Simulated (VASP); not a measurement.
A run of VASP 6.6.1 is set up as follows.

INCAR

```
PREC = Accurate ; ENCUT = 520
EDIFF = 1E-6 ; ISMEAR = 0
SIGMA = 0.05 ; LREAL = F
LASPH = T ; NELM = 80
ALGO = Normal ; ISIF = 2
LWAVE = F ; LCHARG = F
GGA = PE ; NBANDS = 35
```

Contents of KPOINTS:

```
regular mesh
0
Gamma
  6 6 6
```

File POSCAR:

```
Al2O3
1.0
    2.5486239701      1.4714487352      4.5144625923
   -2.5486239701      1.4714487352      4.5144625923
    0.0000000000     -2.9428974703      4.5144625923
Al O
4 6
Direct
    0.8521293568      0.8521293568      0.8521293568
    0.6478706432      0.6478706432      0.6478706432
    0.1478706432      0.1478706432      0.1478706432
    0.3521293568      0.3521293568      0.3521293568
    0.0561574040      0.4438425960      0.7500000000
    0.7500000000      0.0561574040      0.4438425960
    0.4438425960      0.7500000000      0.0561574040
    0.9438425960      0.5561574040      0.2500000000
    0.2500000000      0.9438425960      0.5561574040
    0.5561574040      0.2500000000      0.9438425960
```

Potentials or basis: VASP PAW PBE potentials, release 64 (Al, O).

Run with:

```console
$ cat potpaw_PBE.64/Al/POTCAR potpaw_PBE.64/O/POTCAR > POTCAR
$ mpirun -np 1 vasp_std > vasp.out
```

Q: Predict the pressure.

A: -25.6 GPa.

Q: What does it give for the largest force?

A: 0.199 eV/Å.

Q: Estimate the band gap on the k mesh.

A: 3.96 eV.

Stress tensor (GPa, compression positive):
```
-28.97   0.00   0.00
  0.00 -28.97   0.00
  0.00   0.00 -18.83
```

Caveat: the stress differs along the axes, from -29 to -19 GPa. PBE gaps usually lie below the measured ones, often by a third to a half.
